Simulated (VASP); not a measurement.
# Al6O in VASP: notebook

Runs on Al6O. Level: PBE. Tasks: single point.

Everything below comes from runs of VASP 6.6.1. Logs are shortened: lines on timing, memory, paths and dates and some standing lists are left out, and cuts for length are marked.

**1. The cell of the first run**

The cell holds a slab with vacuum, 14 atoms: a = 5.714 Å, b = 5.714 Å, c = 22.175 Å, α = 90.00°, β = 90.00°, γ = 90.00°.

**2. Single point, PBE, collinear spin, ferromagnetic start**

The input, INCAR:

```
SYSTEM = Al6O
ALGO = Normal
DIPOL = 0.5 0.5 0.295
EDIFF = 1E-6
ENCUT = 520
GGA = PE
GGA_COMPAT = .FALSE.
IDIPOL = 3
ISIF = 2
ISMEAR = 0
ISPIN = 2
LASPH = .TRUE.
LCHARG = .FALSE.
LDIPOL = .TRUE.
LORBIT = 11
LREAL = .FALSE.
LWAVE = .FALSE.
MAGMOM = 0 0 0 0 0 0 0 0 0 0 0 0 1 1
NBANDS = 41
NELM = 200
NELMDL = -8
PREC = Accurate
SIGMA = 0.1
```

The input, KPOINTS:

```
k-points
0
G
  5 5 1
  0 0 0
```

The input, POSCAR:

```
Al6O
1.0
    5.7135165838      0.0000000000      0.0000000000
    0.0000000000      5.7135165838      0.0000000000
    0.0000000000      0.0000000000     22.1746954225
Al O
12 2
Direct
    0.2500000000      0.2500000000      0.1803857922
    0.2500000000      0.7500000000      0.1803857922
    0.7500000000      0.2500000000      0.1803857922
    0.7500000000      0.7500000000      0.1803857922
    0.0000000000      0.0000000000      0.2744050915
    0.0000000000      0.5000000000      0.2744050915
    0.5000000000      0.0000000000      0.2744050915
    0.5000000000      0.5000000000      0.2744050915
    0.2500000000      0.2500000000      0.3686497274
    0.2500000000      0.7500000000      0.3686497274
    0.7500000000      0.2500000000      0.3686497274
    0.7500000000      0.7500000000      0.3686497274
    0.0461850670      0.2500000000      0.4191577492
    0.4538149330      0.2500000000      0.4191577492
```

Potentials or basis: VASP PAW PBE potentials, release 64 (Al, O).

Run with:

```bash
$ cat potpaw_PBE.64/Al/POTCAR potpaw_PBE.64/O/POTCAR > POTCAR
$ mpirun -np 1 vasp_std > vasp.out
```

OUTCAR:

```text
SYSTEM = Al6O
   EDIFF = 1E-6
   ENCUT = 520
   GGA = PE
   ISIF = 2
   ISMEAR = 0
   ISPIN = 2
   LASPH = .TRUE.
   LORBIT = 11
   LREAL = .FALSE.
   NELM = 200
   NELMDL = -8
   PREC = Accurate

 ion  position               nearest neighbor table
   1  0.250  0.250  0.180-   2 2.86   3 2.86   2 2.86   3 2.86   7 2.90   8 2.90   5 2.90   6 2.90

   2  0.250  0.750  0.180-   1 2.86   4 2.86   1 2.86   4 2.86   7 2.90   8 2.90   5 2.90   6 2.90

   3  0.750  0.250  0.180-   1 2.86   4 2.86   4 2.86   1 2.86   7 2.90   8 2.90   5 2.90   6 2.90
[... 15 lines left out ...]
  11  0.750  0.250  0.369-  13 2.03  14 2.03   9 2.86  12 2.86  12 2.86   9 2.86   7 2.91   8 2.91
                             5 2.91   6 2.91
  12  0.750  0.750  0.369-  10 2.86  11 2.86  11 2.86  10 2.86   5 2.91   6 2.91   7 2.91   8 2.91

  13  0.046  0.250  0.419-   9 1.62  11 2.03
  14  0.454  0.250  0.419-   9 1.62  11 2.03

  LATTYP: Found a simple tetragonal cell.
 ALAT       =     5.7135165838
 C/A-ratio  =     3.8810940858

  Lattice vectors:

 A1 = (   5.7135165838,   0.0000000000,   0.0000000000)
 A2 = (   0.0000000000,   5.7135165838,   0.0000000000)
 A3 = (   0.0000000000,   0.0000000000,  22.1746954225)

Analysis of symmetry for initial positions (statically):
=====================================================================
 Subroutine PRICEL returns:
 Original cell was already a primitive cell.

 Routine SETGRP: Setting up the symmetry group for a
 simple tetragonal supercell.

 Subroutine GETGRP returns: Found  4 space group operations
 (whereof  1 operations were pure point group operations)
 out of a pool of 16 trial point group operations.

The static configuration has the point symmetry C_1 .
 The point group associated with its full space group is C_2v.

Analysis of symmetry for dynamics (positions and initial velocities):
=====================================================================
 Subroutine PRICEL returns:
 Original cell was already a primitive cell.

 Routine SETGRP: Setting up the symmetry group for a
 simple tetragonal supercell.

 Subroutine GETGRP returns: Found  4 space group operations
 (whereof  1 operations were pure point group operations)
 out of a pool of 16 trial point group operations.

The dynamic configuration has the point symmetry C_1 .
 The point group associated with its full space group is C_2v.

Analysis of structural, dynamic, and magnetic symmetry:
=====================================================================
 Subroutine PRICEL returns:
 Original cell was already a primitive cell.

 Routine SETGRP: Setting up the symmetry group for a
 simple tetragonal supercell.

 Subroutine GETGRP returns: Found  4 space group operations
 (whereof  1 operations were pure point group operations)
 out of a pool of 16 trial point group operations.

The overall configuration has the point symmetry C_1 .
 The point group associated with its full space group is C_2v.

 Subroutine INISYM returns: Found  4 space group operations
 (whereof  1 operations are pure point group operations),
 and found     1 'primitive' translations

----------------------------------------------------------------------------------------

                                     Primitive cell

  volume of cell :     723.8768

  direct lattice vectors                    reciprocal lattice vectors
     5.713516584  0.000000000  0.000000000     0.175023558  0.000000000  0.000000000
     0.000000000  5.713516584  0.000000000     0.000000000  0.175023558  0.000000000
     0.000000000  0.000000000 22.174695423     0.000000000  0.000000000  0.045096448

  length of vectors
     5.713516584  5.713516584 22.174695423     0.175023558  0.175023558  0.045096448

  position of ions in fractional coordinates (direct lattice)
     0.250000000  0.250000000  0.180385792
     0.250000000  0.750000000  0.180385792
     0.750000000  0.250000000  0.180385792
     0.750000000  0.750000000  0.180385792
     0.000000000  0.000000000  0.274405092
     0.000000000  0.500000000  0.274405092
     0.500000000  0.000000000  0.274405092
     0.500000000  0.500000000  0.274405092
     0.250000000  0.250000000  0.368649727
     0.250000000  0.750000000  0.368649727
     0.750000000  0.250000000  0.368649727
[... 88 lines left out ...]
   NUPDOWN=      -1.0000    fix difference up-down
   EMIN   =  10.00;   EMAX   =-10.00  energy-range for DOS
   EFERMI =   0.00;   METHOD = LEGACY
   ISMEAR =     0;   SIGMA  =   0.10  broadening in eV -4-tet -1-fermi 0-gaus
   EFERMI_NEDOS =   21; number of points for ismear=-14 and -15
   IALGO  =     38    algorithm
   IMIX   =      4    mixing-type and parameters
     AMIX     =   0.40;   BMIX     =  1.00
     AMIX_MAG =   1.60;   BMIX_MAG =  1.00
  volume/ion in A,a.u.               =      51.71       348.93
  Fermi-wavevector in a.u.,A,eV,Ry     =   0.662624  1.252177  5.973914  0.439070
  Thomas-Fermi vector in A             =   1.735751
   LORBIT       =     11    0 simple, 1 ext, 2 COOP (PROOUT), +10 PAW based schemes
   GGA     = PE    functional components
   LHFCALC =     F    Hartree Fock is set to
   AEXX    =    0.0000 exact exchange contribution
   IVDW    =     0    specifies the selected vdW correction
   LEPSILON=     F    determine dielectric tensor
   LRPA    =     F    only Hartree local field effects (RPA)
 spin polarized calculation
 Gauss-broadening in eV      SIGMA  =   0.10
  energy-cutoff  :      520.00
  volume of cell :      723.88
 maximum number of plane-waves:     19525
   NGX = 21   NGY = 21   NGZ = 83

 dipolmoment           0.000000      0.000000     -0.128442 electrons x Angstroem

 number of electron      47.9999992 magnetization       0.0000604

 dipolmoment           0.000000      0.000000      0.344699 electrons x Angstroem

 Free energy of the ion-electron system (eV)
  ---------------------------------------------------
  ext. energy  EPLUGINS =         0.00000000
  ---------------------------------------------------
  free energy    TOTEN  =       -56.19854697 eV

  energy without entropy =      -56.16817551  energy(sigma->0) =      -56.18336124

 E-fermi :  -1.4718     XC(G=0):  -3.8325

 val. band max:       -1.5091985781   @ k =   0.0000   0.2000   0.0000
 cond. band min:      -1.4533371320   @ k =   0.0000   0.0000   0.0000
 fundamental gap:      0.0558614461
 Fermi energy:        -1.4717937573

 spin component 1

 k-point     1 :       0.0000    0.0000    0.0000
  band No.  band energies     occupation
      1     -19.5211      1.00000
      2     -18.5392      1.00000
      3     -11.5112      1.00000
      4      -9.2441      1.00000
      5      -7.5375      1.00000
      6      -7.1965      1.00000
[... 340 lines left out ...]
     35       1.8512      0.00000
     36       2.0235      0.00000
 Fermi energy:        -1.4717937573

 spin component 2

 k-point     1 :       0.0000    0.0000    0.0000
  band No.  band energies     occupation
      1     -19.5211      1.00000
      2     -18.5392      1.00000
      3     -11.5112      1.00000
      4      -9.2441      1.00000
      5      -7.5375      1.00000
      6      -7.1965      1.00000
[... 340 lines left out ...]
     35       1.8512      0.00000
     36       2.0235      0.00000
 [bands above 36 left out]

------------------------ aborting loop because EDIFF is reached ----------------------------------------

 vacuum level on the upper side and lower side of the slab       (xc-potential included)         0.943        -0.920

  FORCE on cell =-STRESS in cart. coord.  units (eV):
  Direction    XX          YY          ZZ          XY          YZ          ZX
  --------------------------------------------------------------------------------------
  -------------------------------------------------------------------------------------
  Total       -1.3844503     -2.6071017     -0.1540966      0.0000000      0.0000000      0.0000000
  in kB       -3.0642437     -5.7703733     -0.3410664      0.0000000      0.0000000      0.0000000
  external PRESSURE =      -3.0585611 kB  Pullay stress =       0.0000000 kB

 VOLUME and BASIS-vectors are now :
 -----------------------------------------------------------------------------
  energy-cutoff  :      520.00
  volume of cell :      723.88
      direct lattice vectors                 reciprocal lattice vectors
     5.713516584  0.000000000  0.000000000     0.175023558  0.000000000  0.000000000
     0.000000000  5.713516584  0.000000000     0.000000000  0.175023558  0.000000000
     0.000000000  0.000000000 22.174695423     0.000000000  0.000000000  0.045096448

 POSITION                                       TOTAL-FORCE (eV/Angst)
 -----------------------------------------------------------------------------------
      1.42838      1.42838      4.00000        -0.000000      0.000000     -0.011503
      1.42838      4.28514      4.00000        -0.000000      0.000000      0.172674
      4.28514      1.42838      4.00000        -0.000000      0.000000      0.043334
      4.28514      4.28514      4.00000        -0.000000      0.000000      0.234775
      0.00000      0.00000      6.08485        -0.018556      0.012025     -0.138769
      0.00000      2.85676      6.08485        -0.018556     -0.012025     -0.138769
      2.85676      0.00000      6.08485         0.018556      0.012025     -0.138769
      2.85676      2.85676      6.08485         0.018556     -0.012025     -0.138769
      1.42838      1.42838      8.17470        -0.000000      0.000000     -3.330983
      1.42838      4.28514      8.17470        -0.000000      0.000000     -0.087021
      4.28514      1.42838      8.17470        -0.000000      0.000000      3.257939
      4.28514      4.28514      8.17470        -0.000000      0.000000     -0.224500
      0.26388      1.42838      9.29470        -6.531539      0.000000      0.250181
      2.59288      1.42838      9.29470         6.531539      0.000000      0.250181
 -----------------------------------------------------------------------------------
    total drift:                               -0.000000     -0.000000      0.000063

  FREE ENERGIE OF THE ION-ELECTRON SYSTEM (eV)
  ---------------------------------------------------
  free  energy   TOTEN  =       -56.1985469703 eV

  energy  without entropy=      -56.1681755069  energy(sigma->0) =      -56.18336124

 vacuum level on the upper side and lower side of the slab         4.723         2.760

 total charge

# of ion       s       p       d       tot
------------------------------------------
    1        0.471   0.286   0.000   0.757
    2        0.472   0.286   0.000   0.758
    3        0.474   0.286   0.000   0.760
    4        0.476   0.280   0.000   0.756
    5        0.432   0.335   0.000   0.766
    6        0.432   0.335   0.000   0.766
    7        0.432   0.335   0.000   0.766
    8        0.432   0.335   0.000   0.766
    9        0.419   0.508   0.000   0.927
   10        0.502   0.253   0.000   0.755
   11        0.374   0.312   0.000   0.685
   12        0.496   0.269   0.000   0.764
   13        1.589   3.435   0.000   5.023
   14        1.589   3.435   0.000   5.023
--------------------------------------------------
tot          8.587  10.688   0.000  19.275

 magnetization (x)

# of ion       s       p       d       tot
------------------------------------------
    1       -0.000   0.000   0.000  -0.000
    2        0.000   0.000   0.000   0.000
    3       -0.000   0.000   0.000  -0.000
    4       -0.000   0.000   0.000  -0.000
    5        0.000   0.000   0.000   0.000
    6        0.000   0.000   0.000   0.000
    7        0.000   0.000   0.000   0.000
    8        0.000   0.000   0.000   0.000
    9        0.000   0.000   0.000   0.000
   10        0.000   0.000   0.000   0.000
   11        0.000   0.000   0.000   0.000
   12        0.000   0.000   0.000   0.000
   13        0.000  -0.000   0.000  -0.000
   14        0.000  -0.000   0.000  -0.000
--------------------------------------------------
tot          0.000   0.000   0.000   0.000
```

Run time: 42 min. Hardware: 1 thread of Intel Xeon 8259CL, shared host; peak memory 1.1 GiB.

What came out:

* Free energy: -56.1985 eV
* Largest force: 6.536 eV/Å
* Band gap on the k mesh: zero (filled and empty bands overlap)
* Net moment: 0.00 μB per cell
* Valence electrons inside the program's atomic spheres: Al 0.76, 0.77, 0.93, 0.69 (each value once); O 5.02

Forces on the atoms (eV/Å):
```
Al   0.000  0.000 -0.012
Al   0.000  0.000  0.173
Al   0.000  0.000  0.043
Al   0.000  0.000  0.235
Al  -0.019  0.012 -0.139
Al  -0.019 -0.012 -0.139
Al   0.019  0.012 -0.139
Al   0.019 -0.012 -0.139
Al   0.000  0.000 -3.331
Al   0.000  0.000 -0.087
Al   0.000  0.000  3.258
Al   0.000  0.000 -0.225
O   -6.532  0.000  0.250
O    6.532  0.000  0.250
```

**3. Single point, PBE, collinear spin, ferromagnetic start**

The input, INCAR:

```
SYSTEM = Al6O
ALGO = Normal
DIPOL = 0.5 0.5 0.311
EDIFF = 1E-6
ENCUT = 520
GGA = PE
GGA_COMPAT = .False.
IDIPOL = 3
ISIF = 2
ISMEAR = 0
ISPIN = 2
LASPH = .True.
LCHARG = .False.
LDIPOL = .True.
LORBIT = 11
LREAL = .False.
LWAVE = .False.
MAGMOM = 0 0 0 0 0 0 0 0 0 0 0 0 1 1
NBANDS = 41
NELM = 200
NELMDL = -8
PREC = Accurate
SIGMA = 0.1
```

The input, KPOINTS:

```
k-points
0
Gamma
  5 5 1
  0 0 0
```

POSCAR, as its differences from that of step 2:

```diff
@@ -20,3 +20,3 @@
     0.7500000000      0.7500000000      0.3686497274
-    0.0461850670      0.2500000000      0.4191577492
-    0.4538149330      0.2500000000      0.4191577492
+    0.1046429353      0.2500000000      0.5309969403
+    0.3953570647      0.2500000000      0.5309969403
```

Potentials or basis: VASP PAW PBE potentials, release 64 (Al, O).

Run with:

```bash
$ cat potpaw_PBE.64/Al/POTCAR potpaw_PBE.64/O/POTCAR > POTCAR
$ mpirun -np 1 vasp_std > vasp.out
```

Wall time 32 min (1 thread of Intel Xeon 6975P-C (Granite Rapids), shared host); peak memory 1.1 GiB.

The run converged. Its results:

```yaml
Free_energy: -48.4956 eV
Largest_force: 6.923 eV/Å
Net_moment: 0.78 μB per cell
Site_moments: Al +0.00; O +0.31 μB
Valence_electrons_inside_the_program's_atomic_spheres: Al 0.76, 0.75 (each value once); O 4.61
```

Forces on the atoms (eV/Å):
```
Al   0.000  0.000  0.039
Al   0.000  0.000  0.011
Al   0.000  0.000  0.028
Al   0.000  0.000  0.024
Al   0.002  0.000 -0.008
Al   0.002  0.000 -0.008
Al  -0.002  0.000 -0.008
Al  -0.002  0.000 -0.008
Al   0.000  0.000  0.220
Al   0.000  0.000  0.044
Al   0.000  0.000  0.104
Al   0.000  0.000  0.028
O    6.919  0.000 -0.233
O   -6.919  0.000 -0.233
```

Levels at points of the mesh, in eV from the Fermi level:
Spin up:
```tsv
k point	band 23	band 24	band 25	band 26	band 27	band 28
(0.00, 0.00, 0.00)	-0.68	-0.35	-0.10	0.05	0.05	0.05
```
Spin down:
| k point | band 20 | band 21 | band 22 | band 23 | band 24 | band 25 | band 26 | band 27 | band 28 | band 29 |
| --- | --- | --- | --- | --- | --- | --- | --- | --- | --- | --- |
| (0.00, 0.00, 0.00) | -0.72 | -0.70 | -0.68 | -0.34 | -0.15 | 0.05 | 0.05 | 0.06 | 0.14 | 0.79 |

(Part 1 of 2 ends here.)
